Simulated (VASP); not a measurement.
The system is As.

```xyz
8
Lattice="-3.5051 3.5051 3.5051 3.5051 -3.5051 3.5051 3.5051 3.5051 -3.5051" Properties=species:S:1:pos:R:3 pbc="T T T"
As    0.7031    0.7031    0.7031
As   -0.7031    2.8019    0.7031
As    0.7031   -0.7031    2.8019
As    2.8019    0.7031   -0.7031
As    2.8019    2.8019    2.8019
As    0.7031    4.2082   -0.7031
As   -0.7031    0.7031    4.2082
As    4.2082   -0.7031    0.7031
```

| Property | Result |
| --- | --- |
| Program | VASP 6.6.1 |
| Task | relaxation of cell and atoms |
| Functional | PBE |
| Potentials or basis | VASP PAW PBE potentials, release 64 (As) |
| Cutoff | 600 eV |
| k mesh | 4 × 4 × 4 |
| Occupations | gaussian, width 0.1 eV |
| Spin | no spin polarisation |

At the start: pressure 12.2 GPa; volume 21.53 Å³/atom.

Where does the relaxation end?

Over 6 steps the energy falls by 128.9 meV/atom and the volume is 25.64 Å³/atom (+19.1 %); space group Ia-3 (No. 206, to 0.1 Å) before and after.

Step by step:
| step | energy change (eV) | largest force (eV/Å) | pressure (GPa) | volume (Å³) |
| --- | --- | --- | --- | --- |
| 1 | 0.0000 | 0.4707 | 12.19 | 172.24 |
| 2 | -0.7610 | 0.5399 | -3.68 | 216.40 |
| 3 | -0.9743 | 0.2825 | 0.20 | 200.38 |
| 4 | -0.9740 | 0.2936 | 0.03 | 200.97 |
| 5 | -1.0005 | 0.2262 | -0.04 | 202.19 |
| 6 | -1.0312 | 0.0301 | -0.10 | 205.11 |

Final structure:
```yaml
crystal:
  lattice:
    - [-3.71517, 3.71517, 3.71517]
    - [3.71517, -3.71517, 3.71517]
    - [3.71517, 3.71517, -3.71517]
  atoms:
    - { symbol: As, position: [0.19644, 0.19644, 0.19644] }
    - { symbol: As, position: [0.50000, 0.00000, 0.30356] }
    - { symbol: As, position: [0.30356, 0.50000, 0.00000] }
    - { symbol: As, position: [0.00000, 0.30356, 0.50000] }
    - { symbol: As, position: [0.80356, 0.80356, 0.80356] }
    - { symbol: As, position: [0.50000, 0.00000, 0.69644] }
    - { symbol: As, position: [0.69644, 0.50000, 0.00000] }
    - { symbol: As, position: [0.00000, 0.69644, 0.50000] }
```

Caveat: the volume moved by over 15 % at a fixed basis, so the end points are rough.
